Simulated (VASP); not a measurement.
Input of a VASP 6.6.1 run:

Contents of INCAR:

```
ALGO = Normal
EDIFF = 1E-6
ENCUT = 520
GGA = PS
ISIF = 2
ISMEAR = 0
LASPH = True
LCHARG = False
LREAL = False
LWAVE = False
NBANDS = 27
NELM = 60
PREC = Accurate
SIGMA = 0.01
```

Contents of KPOINTS:

```
k-points
0
Gamma
  6 6 6
```

POSCAR

```
InSe
1.0
    2.0165296752      1.1642444163      8.5097552294
   -2.0165296752      1.1642444163      8.5097552294
    0.0000000000     -2.3284878242      8.5097552294
In Se
2 2
Direct
    0.0000000000      0.0000000000      0.0000000000
    0.1114000000      0.1114000000      0.1114000000
    0.6165000000      0.6165000000      0.6165000000
    0.8281000000      0.8281000000      0.8281000000
```

Potentials or basis: VASP PAW PBE potentials, release 64 (In_d, Se).

The run is started by

```sh
$ cat potpaw_PBE.64/In_d/POTCAR potpaw_PBE.64/Se/POTCAR > POTCAR
$ mpirun -np 1 vasp_std > vasp.out
```

**Question.** Predict the pressure.

**Answer.** -1.0 GPa.

**Question.** What does it give for the largest force?

**Answer.** 0.218 eV/Å.

**Question.** Predict the band gap on the k mesh.

**Answer.** 0.27 eV, direct.

Stress tensor (GPa, compression positive):
```
-0.66  0.00  0.00
 0.00 -0.66  0.00
 0.00  0.00 -1.55
```

Caveat: the PAW data sets were made with another functional, which shifts forces and pressure a little; spin-orbit coupling is left out, which moves the levels of the heavy elements.

**Measured values to compare with.**

“The Interaction of Hydrogen with the van der Waals Crystal γ-InSe”, 2020, pmc:7321205 reports, for a bulk crystal of InSe at 300 K: band gap 1.25 eV.

Measured gap of InSe: 1.25 eV (300 K; “The Interaction of Hydrogen with the van der Waals Crystal γ-InSe”, 2020, pmc:7321205). This calculation gives 0.27 eV (-0.98 eV). Spin-orbit coupling on In, Se is left out. The value is that of PBEsol on a finite k mesh, which can miss the band edges, without temperature or zero-point motion. Semilocal functionals fall short of measured gaps as a rule.
